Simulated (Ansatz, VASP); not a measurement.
# Cd4InO in VASP and in Ansatz

```xyz
6
Lattice="5.5874 0.0000 0.0000 -2.7937 4.8389 0.0000 0.0000 0.0000 5.4805" Properties=species:S:1:pos:R:3 pbc="T T T"
Cd    2.7937    1.6130    0.0000
Cd    4.1876    2.4177    2.7402
Cd    1.3999    2.4177    2.7402
Cd    2.7937    0.0035    2.7402
In    0.0000    3.2259    0.0000
O     0.0000    0.0000    0.0000
```

Change from the starting cell: species swapped into the HoCo4Ni type (P-6m2, No. 187).

Alike in both runs: functional PBE; k mesh 6 × 6 × 4; occupations gaussian, width 0.1 eV; collinear spin.

Ansatz relaxed the structure, and its values are those at the end. VASP's run is a single point on that final structure, the one shown.

|  | VASP | Ansatz |
| --- | --- | --- |
| version | VASP 6.6.1 | Ansatz 0.2.0 |
| potentials or method | VASP PAW PBE potentials, release 64 (Cd, In_d, O), cutoff 520 eV | scalar-relativistic, plane waves, PAW |
| valence electrons in the cell | 67 | 99 |

Ansatz gave:

```
gap on the k mesh at the Fermi level (eV)                     : none
pressure (GPa)                                                : 0.0
net moment per atom (μB)                                      : 0.14
size of the moment on the site where the two differ most (μB) : 0.80
```

**Question.** Estimate VASP's values.

**Answer.** gap on the k mesh at the Fermi level (eV): none; pressure (GPa): -0.3; net moment per atom (μB): 0.00; size of the moment on the site where the two differ most (μB): 0.00.

The net moments are unlike, so the other rows may belong to different states. Site moments also hang on the region over which each program counts them. A gap of «none» marks a metal or a gap that the smearing closes. VASP's potentials hold 67 valence electrons a cell and Ansatz's 99, so a difference there can come from the potentials and not from the codes.
